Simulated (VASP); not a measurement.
# BN (Cm) in VASP: notebook

BN is run at these levels: LDA; tasks: single point, relaxation of cell and atoms.

Program: VASP 6.6.1. These are calculated values, not measurements. Logs are shortened: lines on timing, memory, paths and dates and some standing lists are left out, and cuts for length are marked.

## 1. The cell of the first run

The typed cell holds 2 atoms: a = 2.489 Å, b = 2.489 Å, c = 3.529 Å, α = 90.02°, β = 110.63°, γ = 120.00°.

## 2. Single point, LDA

Input file INCAR:

```
SYSTEM = BN
PREC = Accurate
ENCUT = 520
EDIFF = 1E-7
ISMEAR = 0
SIGMA = 0.01
LREAL = .FALSE.
LASPH = .TRUE.
NELM = 80
ALGO = Normal
ISIF = 2
LWAVE = .FALSE.
LCHARG = .FALSE.
NBANDS = 11
```

Input file KPOINTS:

```
regular mesh
0
G
  12 12 12
  0 0 0
```

Input file POSCAR:

```
BN
1.0
    2.4772132684      0.0024290350     -0.2377062511
   -1.2293042596      2.1506736693      0.2377173625
   -0.9330279473     -0.8974335328      3.2824564051
B N
1 1
Direct
    0.9911240033      0.9914667073     -0.0060232894
    0.6570249967      0.3244172927      0.9928282894
```

Potentials or basis: VASP PAW LDA potentials, release 64 (B, N).

Command:

```
cat potpaw_LDA.64/B/POTCAR potpaw_LDA.64/N/POTCAR > POTCAR
mpirun -np 1 vasp_std > vasp.out
```

OUTCAR:

```text
SYSTEM = BN
   PREC = Accurate
   ENCUT = 520
   EDIFF = 1E-7
   ISMEAR = 0
   LREAL = .FALSE.
   LASPH = .TRUE.
   NELM = 80
   ISIF = 2

 ion  position               nearest neighbor table
   1  0.991  0.991  0.994-   2 1.44   2 1.44   2 1.44
   2  0.657  0.324  0.993-   1 1.44   1 1.44   1 1.44

  LATTYP: Found a base centered monoclinic cell.
 ALAT       =     4.3103659713
 B/A-ratio  =     0.5773522835
 C/A-ratio  =     0.8187964222
 COS(beta)  =    -0.4074702088

  Lattice vectors:

 A1 = (  -1.2293042596,   2.1506736693,   0.2377173625)
 A2 = (  -2.4772132684,  -0.0024290350,   0.2377062511)
 A3 = (   1.5441853211,  -0.8950044978,   3.0447501540)

Analysis of symmetry for initial positions (statically):
=====================================================================
 Subroutine PRICEL returns:
 Original cell was already a primitive cell.

 Routine SETGRP: Setting up the symmetry group for a
 base centered monoclinic supercell.

 Subroutine GETGRP returns: Found  2 space group operations
 (whereof  1 operations were pure point group operations)
 out of a pool of  4 trial point group operations.

The static configuration has the point symmetry C_1 .
 The point group associated with its full space group is C_1h.

Analysis of symmetry for dynamics (positions and initial velocities):
=====================================================================
 Subroutine PRICEL returns:
 Original cell was already a primitive cell.

 Routine SETGRP: Setting up the symmetry group for a
 base centered monoclinic supercell.

 Subroutine GETGRP returns: Found  2 space group operations
 (whereof  1 operations were pure point group operations)
 out of a pool of  4 trial point group operations.

The dynamic configuration has the point symmetry C_1 .
 The point group associated with its full space group is C_1h.

 Subroutine INISYM returns: Found  2 space group operations
 (whereof  1 operations are pure point group operations),
 and found     1 'primitive' translations

----------------------------------------------------------------------------------------

                                     Primitive cell

  volume of cell :      17.2864

  direct lattice vectors                    reciprocal lattice vectors
     2.477213268  0.002429035 -0.237706251     0.420726005  0.220598037  0.179902221
    -1.229304260  2.150673669  0.237717363     0.011879434  0.457560208  0.128475040
    -0.933027947 -0.897433533  3.282456405     0.029607477 -0.017161682  0.308373672

  length of vectors
     2.488593124  2.488593124  3.528519257     0.507975072  0.475403303  0.310266736

  position of ions in fractional coordinates (direct lattice)
     0.991124003  0.991466707  0.993976711
     0.657024997  0.324417293  0.992828289

  ion indices of the primitive-cell ions
   primitive index   ion index
                 1           1
                 2           2

----------------------------------------------------------------------------------------

 KPOINTS: regular mesh

Automatic generation of k-mesh.
 Grid dimensions read from file:
 generate k-points for:   12   12   12

 Generating k-lattice:

  Cartesian coordinates                     Fractional coordinates (reciprocal lattice)
     0.035060500  0.018383170  0.014991852     0.083333333 -0.000000000  0.000000000
     0.000989953  0.038130017  0.010706253    -0.000000000  0.083333333  0.000000000
     0.002467290 -0.001430140  0.025697806    -0.000000000  0.000000000  0.083333333

  Length of vectors
     0.042331256  0.039616942  0.025855561

  Shift w.r.t. Gamma in fractional coordinates (k-lattice)
     0.000000000  0.000000000  0.000000000

 Subroutine IBZKPT returns following result:
 ===========================================

 Found    476 irreducible k-points:

 Following reciprocal coordinates:
            Coordinates               Weight
  0.000000  0.000000  0.000000      1.000000
  0.083333 -0.000000  0.000000      4.000000
  0.166667 -0.000000  0.000000      4.000000
  0.250000  0.000000  0.000000      4.000000
  0.333333 -0.000000  0.000000      4.000000
  0.416667 -0.000000  0.000000      4.000000
[... 16 lines left out ...]
  0.250000  0.166667  0.000000      4.000000
  0.333333  0.166667  0.000000      4.000000
 [... further k-points ...]
   k-points           NKPTS =    476   k-points in BZ     NKDIM =    476   number of bands    NBANDS=     11
   number of dos      NEDOS =    301   number of ions     NIONS =      2
   total plane-waves  NPLWV =  11200
   dimension x,y,z NGX =    20 NGY =   20 NGZ =   28
   dimension x,y,z NGXF=    40 NGYF=   40 NGZF=   56
   ions per type =               1   1
   NGX,Y,Z   is equivalent  to a cutoff of  13.36, 13.36, 13.19 a.u.
   NGXF,Y,Z  is equivalent  to a cutoff of  26.72, 26.72, 26.38 a.u.
 SYSTEM =  BN
   PREC   = accura    normal or accurate (medium, high low for compatibility)
   ISTART =      0    job   : 0-new  1-cont  2-samecut
   ICHARG =      2    charge: 1-file 2-atom 10-const
   ISPIN  =      1    spin polarized calculation?
   LNONCOLLINEAR =      F non collinear calculations
   LSORBIT =      F    spin-orbit coupling
   LASPH  =      T    aspherical Exc in radial PAW
   ENCUT  =  520.0 eV  38.22 Ry    6.18 a.u.   4.63  4.63  6.56*2*pi/ulx,y,z
   NELM   =     80;   NELMIN=  2; NELMDL= -5     # of ELM steps
   EDIFF  = 0.1E-06   stopping-criterion for ELM
   LREAL  =      F    real-space projection
   EDIFFG = 0.1E-05   stopping-criterion for IOM
   NSW    =      0    number of steps for IOM
   IBRION =     -1    ionic relax: 0-MD 1-quasi-New 2-CG
   NFREE  =      0    steps in history (QN), initial steepest desc. (CG)
   ISIF   =      2    stress and relaxation
   ISYM   =      2    0-nonsym 1-usesym 2-fastsym
   POTIM  = 0.5000    time-step for ionic-motion
   TEBEG  =    0.0;   TEEND  =   0.0 temperature during run
   PSTRESS=    0.0 pullay stress
   NELECT =       8.0000    total number of electrons
   NUPDOWN=      -1.0000    fix difference up-down
   EMIN   =  10.00;   EMAX   =-10.00  energy-range for DOS
   EFERMI =   0.00;   METHOD = LEGACY
   ISMEAR =     0;   SIGMA  =   0.01  broadening in eV -4-tet -1-fermi 0-gaus
   EFERMI_NEDOS =   21; number of points for ismear=-14 and -15
   IALGO  =     38    algorithm
   IMIX   =      4    mixing-type and parameters
     AMIX     =   0.40;   BMIX     =  1.00
     AMIX_MAG =   1.60;   BMIX_MAG =  1.00
  volume/ion in A,a.u.               =       8.64        58.33
  Fermi-wavevector in a.u.,A,eV,Ry     =   1.266301  2.392961 21.817179  1.603517
  Thomas-Fermi vector in A             =   2.399509
   LORBIT       =      0    0 simple, 1 ext, 2 COOP (PROOUT), +10 PAW based schemes
   GGA     = CA    functional components
   LHFCALC =     F    Hartree Fock is set to
   AEXX    =    0.0000 exact exchange contribution
   IVDW    =     0    specifies the selected vdW correction
   LEPSILON=     F    determine dielectric tensor
   LRPA    =     F    only Hartree local field effects (RPA)
 non-spin polarized calculation
 Gauss-broadening in eV      SIGMA  =   0.01
  energy-cutoff  :      520.00
  volume of cell :       17.29
 maximum number of plane-waves:       478
   NGX =  9   NGY =  9   NGZ = 13

 number of electron       8.0000000 magnetization

 Free energy of the ion-electron system (eV)
  ---------------------------------------------------
  ext. energy  EPLUGINS =         0.00000000
  ---------------------------------------------------
  free energy    TOTEN  =       -19.29161339 eV

  energy without entropy =      -19.29161339  energy(sigma->0) =      -19.29161339

 E-fermi :   2.5290     XC(G=0): -10.7519

 val. band max:        2.4551579296   @ k =   0.3333   0.4167   0.0000
 cond. band min:       6.4710555342   @ k =   0.5000   0.5000   0.5000
 fundamental gap:      4.0158976045
 Fermi energy:         2.5290321956

 k-point     1 :       0.0000    0.0000    0.0000
  band No.  band energies     occupation
      1     -15.2628      2.00000
      2      -1.5713      2.00000
      3       1.1858      2.00000
      4       1.1859      2.00000
      5       7.6108      0.00000
      6      14.1708      0.00000
      7      14.1711      0.00000
      8      15.6947      0.00000
      9      17.7776      0.00000
     10      28.4843      0.00000
     11      31.1204      0.00000

 k-point     2 :       0.0833   -0.0000    0.0000
  band No.  band energies     occupation
      1     -15.1137      2.00000
      2      -1.5023      2.00000
      3       0.6317      2.00000
      4       0.9165      2.00000
      5       8.0157      0.00000
      6      14.0867      0.00000
      7      14.7688      0.00000
      8      15.2230      0.00000
      9      18.2093      0.00000
     10      28.3051      0.00000
     11      28.8622      0.00000

 k-point     3 :       0.1667   -0.0000    0.0000
  band No.  band energies     occupation
      1     -14.6760      2.00000
      2      -1.2885      2.00000
      3      -0.7349      2.00000
      4       0.2618      2.00000
      5       9.0555      0.00000
      6      13.6071      0.00000
      7      14.2381      0.00000
      8      16.3870      0.00000
      9      19.2474      0.00000
     10      25.2500      0.00000
     11      29.3474      0.00000

 k-point     4 :       0.2500    0.0000    0.0000
  band No.  band energies     occupation
      1     -13.9832      2.00000
      2      -2.5409      2.00000
      3      -0.7851      2.00000
      4      -0.4962      2.00000
      5      10.1044      0.00000
      6      12.1923      0.00000
      7      14.0202      0.00000
      8      18.6586      0.00000
      9      20.4794      0.00000
     10      23.1687      0.00000
     11      28.6564      0.00000

 k-point     5 :       0.3333   -0.0000    0.0000
  band No.  band energies     occupation
      1     -13.1128      2.00000
      2      -4.3056      2.00000
      3      -1.1471      2.00000
      4      -0.0928      2.00000
      5       9.0213      0.00000
      6      12.2786      0.00000
      7      14.5523      0.00000
      8      21.1448      0.00000
      9      21.1702      0.00000
     10      22.4833      0.00000
     11      28.5042      0.00000
[... 211 lines left out ...]
 k-point    21 :       0.0833    0.1667    0.0000
  band No.  band energies     occupation
      1     -14.2809      2.00000
      2      -1.8169      2.00000
      3      -0.7513      2.00000
      4      -0.3886      2.00000
      5       9.5870      0.00000
      6      12.9448      0.00000
      7      14.3343      0.00000
      8      17.1838      0.00000
      9      20.1503      0.00000
     10      23.5523      0.00000
     11      27.5434      0.00000

 k-point    22 :       0.1667    0.1667    0.0000
  band No.  band energies     occupation
      1     -13.6117      2.00000
      2      -3.0132      2.00000
      3      -1.4367      2.00000
      4      -0.3008      2.00000
      5      10.2504      0.00000
      6      12.3096      0.00000
      7      14.9925      0.00000
      8      17.7347      0.00000
      9      20.7473      0.00000
     10      22.4496      0.00000
     11      27.1767      0.00000

 k-point    23 :       0.2500    0.1667    0.0000
  band No.  band energies     occupation
      1     -12.7795      2.00000
      2      -4.3464      2.00000
      3      -2.3407      2.00000
      4       0.3758      2.00000
      5       8.9812      0.00000
      6      13.4179      0.00000
      7      15.3942      0.00000
      8      18.7809      0.00000
      9      20.0133      0.00000
     10      23.6370      0.00000
     11      26.7063      0.00000

 k-point    24 :       0.3333    0.1667    0.0000
  band No.  band energies     occupation
      1     -11.9743      2.00000
      2      -5.5415      2.00000
      3      -2.8876      2.00000
      4       1.1584      2.00000
      5       7.4246      0.00000
      6      14.2058      0.00000
      7      15.8676      0.00000
      8      19.3556      0.00000
      9      21.1001      0.00000
     10      24.0343      0.00000
     11      26.5557      0.00000

 [... further k-points ...]

------------------------ aborting loop because EDIFF is reached ----------------------------------------

  FORCE on cell =-STRESS in cart. coord.  units (eV):
  Direction    XX          YY          ZZ          XY          YZ          ZX
  --------------------------------------------------------------------------------------
  -------------------------------------------------------------------------------------
  Total        0.0833266      0.0839806     -0.0141271      0.0005708      0.0056114     -0.0096807
  in kB        7.7230761      7.7836866     -1.3093598      0.0529081      0.5200921     -0.8972501
  external PRESSURE =       4.7324676 kB  Pullay stress =       0.0000000 kB

 VOLUME and BASIS-vectors are now :
 -----------------------------------------------------------------------------
  energy-cutoff  :      520.00
  volume of cell :       17.29
      direct lattice vectors                 reciprocal lattice vectors
     2.477213268  0.002429035 -0.237706251     0.420726005  0.220598037  0.179902221
    -1.229304260  2.150673669  0.237717363     0.011879434  0.457560208  0.128475040
    -0.933027947 -0.897433533  3.282456405     0.029607477 -0.017161682  0.308373672

 POSITION                                       TOTAL-FORCE (eV/Angst)
 -----------------------------------------------------------------------------------
      0.30900      1.24270      3.26278         0.000106     -0.000061      0.000416
      0.30245     -0.19169      3.17986        -0.000106      0.000061     -0.000416
 -----------------------------------------------------------------------------------
    total drift:                               -0.000071      0.000041     -0.000006

  FREE ENERGIE OF THE ION-ELECTRON SYSTEM (eV)
  ---------------------------------------------------
  free  energy   TOTEN  =       -19.2916133868 eV

  energy  without entropy=      -19.2916133868  energy(sigma->0) =      -19.29161339
```

Wall time 31 s (1 thread of AMD EPYC 9R45 (Zen 5), shared host); peak memory 0.16 GiB.

Results:

* Free energy: -19.2916 eV
* Pressure: 0.5 GPa
* Band gap on the k mesh: 4.02 eV (least direct gap 4.60 eV)

A k mesh can miss the band edges.

## 3. Relaxation of cell and atoms, LDA

Input file INCAR:

```
PREC = Accurate
ENCUT = 600
EDIFF = 1E-6
ISMEAR = 0
SIGMA = 0.01
LREAL = F
LASPH = T
NELM = 60
ALGO = Normal
ISIF = 3
LWAVE = F
LCHARG = F
GGA = CA
IBRION = 2
NSW = 80
EDIFFG = -0.001
```

Input file KPOINTS:

```
Automatic mesh
0
Gamma
  12 12 12
```

Input file POSCAR:

```
BN
1.0
    2.4778435417      0.0021709175     -0.2306819748
   -1.2298411084      2.1510895337      0.2306972838
   -0.9241347474     -0.9026877291      3.2795835778
B N
1 1
Direct
    0.9911375110      0.9914531069     -0.0060240828
    0.6570114890      0.3244308931      0.9928290828
```

Potentials or basis: VASP PAW LDA potentials, release 64 (B, N).

Command:

```
cat potpaw_LDA.64/B/POTCAR potpaw_LDA.64/N/POTCAR > POTCAR
mpirun -np 1 vasp_std > vasp.out
```

Run time: 4.6 min. Hardware: 1 thread of AMD EPYC 9R45 (Zen 5), shared host; peak memory 0.16 GiB.

It converged, with:

| Quantity | Value |
| --- | --- |
| Free energy | -19.2941 eV |
| Relaxed volume | 8.59 Å³/atom |
| Relaxed cell | a = 2.490 Å, b = 2.490 Å, c = 3.506 Å, α = 90.11°, β = 110.68°, γ = 120.00° |
| Space group after relaxing (to 0.1 Å) | R3m (No. 160) |
| Energy gained by relaxing | 0.1 meV/atom |
| Ionic steps | 50 |
| Pressure after relaxing | 0.0 GPa |
| Band gap on the k mesh | 3.98 eV (least direct gap 4.60 eV) |

Step by step:
```
step  energy change (eV)  largest force (eV/Å)  pressure (GPa)  volume (Å³)
   1              0.0000                0.0035            0.29        17.29
   3              0.0000                0.0017           -0.10        17.30
   5             -0.0001                0.0224           -0.09        17.27
   7             -0.0001                0.0374           -0.10        17.24
   9             -0.0001                0.0327           -0.08        17.24
  11             -0.0001                0.0112           -0.03        17.21
  13             -0.0001                0.0063            0.00        17.18
  15             -0.0001                0.0132            0.01        17.17
  17             -0.0001                0.0098            0.02        17.18
  19             -0.0001                0.0025            0.01        17.18
  21             -0.0001                0.0001            0.00        17.18
  23             -0.0001                0.0014           -0.01        17.18
  25             -0.0001                0.0034            0.00        17.18
  27             -0.0001                0.0017            0.01        17.18
  29             -0.0001                0.0067           -0.02        17.18
  31             -0.0001                0.0039            0.00        17.18
  33             -0.0001                0.0001           -0.02        17.18
  35             -0.0001                0.0049           -0.04        17.18
  37             -0.0001                0.0046           -0.04        17.18
  39             -0.0001                0.0021           -0.02        17.18
  41             -0.0001                0.0078            0.06        17.17
  43             -0.0001                0.0021            0.02        17.18
  45             -0.0001                0.0003            0.01        17.18
  47             -0.0001                0.0034            0.00        17.18
  49             -0.0001                0.0012            0.01        17.18
  50             -0.0001                0.0001            0.00        17.18
```

Final structure:
```
CELL_PARAMETERS angstrom
2.47864 0.00231 -0.23569
-1.23012 2.15185 0.23571
-0.93312 -0.89809 3.25787
ATOMIC_POSITIONS crystal
B 0.99117 0.99149 0.99404
N 0.65698 0.32440 0.99277
```

Levels at points of the mesh, in eV from the valence-band top:
```
           k point  band 2  band 3  band 4  band 5  band 6  band 7
(0.00, 0.00, 0.00)   -3.98   -1.28   -1.28    5.20   11.69   11.70
(0.50, 0.00, 0.00)   -8.81   -4.19   -1.32    3.99   10.00   14.36
(0.00, 0.50, 0.00)   -9.00   -4.10   -0.54    5.23   10.15   13.05
(0.50, 0.50, 0.00)   -9.00   -4.10   -0.53    5.25   10.14   13.04
(0.00, 0.00, 0.50)   -6.57   -1.31   -1.31   10.50   11.59   11.59
(0.50, 0.50, 0.50)   -8.81   -4.19   -1.33    3.98   10.00   14.38
```

A k mesh can miss the band edges.
